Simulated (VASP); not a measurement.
Input of a VASP 6.6.1 run:

Contents of INCAR:

```
SYSTEM = TaN
PREC     = Accurate       ! precision mode
ENCUT    = 600            ! plane-wave cutoff, eV
EDIFF    = 1E-6           ! SCF threshold, eV
ISMEAR   = -1             ! smearing method
SIGMA    = 0.01           ! smearing width, eV
LREAL    = .FALSE.        ! projectors in reciprocal space
LASPH    = .TRUE.         ! aspherical terms in the spheres
NELM     = 120            ! most SCF steps
ALGO     = Normal         ! electronic algorithm
ISIF     = 2              ! what is computed and relaxed
LWAVE    = .FALSE.        ! write WAVECAR
LCHARG   = .FALSE.        ! write CHGCAR
GGA      = PS             ! functional
NBANDS   = 24             ! bands
GGA_COMPAT= .FALSE.
```

KPOINTS

```
regular mesh
0
G
  9 9 5
  0 0 0
```

File POSCAR:

```
TaN
1.0
    3.1089620182      0.0000000000      0.0000000000
   -1.5544810091      2.6924400871      0.0000000000
    0.0000000000      0.0000000000      4.9180000000
Ta N
2 2
Direct
    0.0000000000      0.0000000000      0.0000000000
    0.0000000000      0.0000000000      0.5000000000
    0.3333333333      0.6666666667      0.2500000000
    0.6666666667      0.3333333333      0.7500000000
```

Potentials or basis: VASP PAW PBE potentials, release 64 (Ta_pv, N).

Launch:

```sh
$ cat potpaw_PBE.64/Ta_pv/POTCAR potpaw_PBE.64/N/POTCAR > POTCAR
$ mpirun -np 1 vasp_std > vasp.out
```

(1) What does it give for the pressure?

(2) Predict the band gap on the k mesh.

Results:

(1) 33.0 GPa.

(2) zero (bands 16 and 17 overlap by 2.71 eV).

Caveat: the cell differs from its parent crystal (equal xx and yy strain of +2 %); the cell stands under pressure; the PAW data sets were made with another functional, which shifts forces and pressure a little; spin-orbit coupling is left out, which moves the levels of the heavy elements.
